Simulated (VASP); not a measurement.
Crystal: Cu.

```
Cu
1.0
     0.00000    1.82500    1.82500
     1.82500    0.00000    1.82500
     1.82500    1.82500    0.00000
Cu
1
Direct
  0.00000 0.00000 0.00000
```

```yaml
Program: VASP 6.6.1
Task: relaxation of cell and atoms
Functional: LDA
Potentials_or_basis: VASP PAW LDA potentials, release 64 (Cu_sv_GW)
Cutoff: 700 eV
k_mesh: 10 × 10 × 10
Occupations: gaussian, width 0.1 eV
Spin: no spin polarisation
```

At the start: pressure -19.8 GPa; volume 12.16 Å³/atom.

Question: Where does the relaxation end?

Answer: Over 3 steps the energy falls by 100.2 meV/atom and the volume is 10.75 Å³/atom (-11.6 %); space group Fm-3m (No. 225, to 0.05 Å).

The path:
| step | energy change (eV) | largest force (eV/Å) | pressure (GPa) | volume (Å³) |
| --- | --- | --- | --- | --- |
| 1 | 0.0000 | 0.0000 | -19.83 | 12.16 |
| 2 | -0.0178 | 0.0000 | 28.09 | 9.70 |
| 3 | -0.1002 | 0.0000 | -0.38 | 10.75 |

Final structure:
```
CELL_PARAMETERS angstrom
0.00000 1.75180 1.75180
1.75180 0.00000 1.75180
1.75180 1.75180 0.00000
ATOMIC_POSITIONS crystal
Cu 0.00000 0.00000 0.00000
```

Caveat: the volume moved by -12 % from the deposited cell, more than functionals usually miss.
